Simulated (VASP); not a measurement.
Here is a VASP 6.6.1 calculation.

Contents of INCAR:

```
SYSTEM = Bi
PREC = Accurate ; ENCUT = 520
EDIFF = 1E-6 ; ISMEAR = -1
SIGMA = 0.1 ; LREAL = .False.
LASPH = .True. ; NELM = 100
ALGO = Normal ; ISIF = 2
LWAVE = .False. ; LCHARG = .False.
GGA = CA ; NBANDS = 22
```

The input KPOINTS:

```
regular mesh
0
Gamma
  9 9 9
  0 0 0
```

File POSCAR:

```
Bi
1.0
    0.0000000000      3.6012268896      3.6012268896
    3.6012268896      0.0000000000      3.6012268896
    3.6012268896      3.6012268896      0.0000000000
Bi
2
Direct
    0.1250000000      0.1250000000      0.1250000000
    0.8750000000      0.8750000000      0.8750000000
```

Potentials or basis: VASP PAW LDA potentials, release 64 (Bi_d).

Command:

```console
$ cat potpaw_LDA.64/Bi_d/POTCAR > POTCAR
$ mpirun -np 1 vasp_std > vasp.out
```

Predict the pressure.

-1.3 GPa.

What does it give for the band gap on the k mesh?

Zero (bands 15 and 16 overlap by 0.64 eV).

Caveat: spin-orbit coupling is left out, which moves the levels of the heavy elements.
